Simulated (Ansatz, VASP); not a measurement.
## One calculation of Si, two programs

POSCAR

```
Si
1.0
    0.0000000000      2.1966428308      2.1966428308
    2.1966428308      0.0000000000      2.1966428308
    2.1966428308      2.1966428308      0.0000000000
Si
1
Direct
    0.0000000000      0.0000000000      0.0000000000
```

File INCAR.step1:

```
PREC = Accurate ; ENCUT = 550
ISMEAR = 0 ; SIGMA = 0.1
LREAL = False ; LASPH = True
NELM = 120 ; GGA = PE
ALGO = Normal ; EDIFF = 1E-5
LWAVE = True ; LCHARG = False
GGA_COMPAT = False ; IBRION = 2
ISIF = 3 ; EDIFFG = -0.005
NELMIN = 4 ; NSW = 100
```

Contents of INCAR.step2:

```
PREC = Accurate ; ENCUT = 550
EDIFF = 1E-7 ; ISMEAR = 0
SIGMA = 0.1 ; LREAL = False
LASPH = True ; NELM = 120
ALGO = Normal ; ISIF = 3
LWAVE = False ; LCHARG = False
METAGGA = R2SCAN ; LMIXTAU = True
IBRION = 2 ; NSW = 90
EDIFFG = -0.04 ; ISTART = 1
GGA_COMPAT = False ; NELMIN = 4
```

File KPOINTS:

```
Automatic mesh
0
Gamma
  6 6 6
```

Input for Ansatz:

```yaml
crystal:
  lattice:
    - [0.0, 2.1966428308, 2.1966428308]
    - [2.1966428308, 0.0, 2.1966428308]
    - [2.1966428308, 2.1966428308, 0.0]
  atoms:
    - { symbol: Si, position: [0.0, 0.0, 0.0] }
basis:
  ecutwfc: 500
kpoints:
  mp_grid: { grid: [6, 6, 6] }
hamiltonian:
  xc: r2scan
scf:
  occupations: { method: gaussian, width: 0.1 }
  lower_state_search: "off"
output:
  forces: true
  stress: true
  eigenvalues: true
relax:
  adjacent_minimum: "off"
  f_tol: 0.04
  max_steps: 70
  cell: { stress_tol: 0.4 }
```

Alike in both runs: task relaxation of cell and atoms; functional r2SCAN; k mesh 6 × 6 × 6; occupations gaussian, width 0.1 eV; no spin polarisation.

|  | VASP | Ansatz |
| --- | --- | --- |
| version | VASP 6.6.1 | Ansatz 0.2.0 |
| potentials or method | VASP PAW PBE potentials, release 64 (Si), cutoff 550 eV | scalar-relativistic, plane waves, PAW |
| valence electrons in the cell | 4 | 4 |

```csv
,VASP,Ansatz,Ansatz less VASP
"gap on the k mesh at the Fermi level, each at its own relaxed structure (eV)",none,none,-
relaxed volume (Å³/atom),13.37,13.34,-0.031
relaxed cell length with the largest relative difference (Å),2.664,2.662,-0.0021
```

VASP's potentials were made for PBE, not for r2SCAN. A gap of «none» marks a metal or a gap that the smearing closes.

The k mesh is coarse, so the values compare programs but aren't converged. Noted on VASP's run: the volume moved by over 15 % at a fixed basis, so the end points are rough.
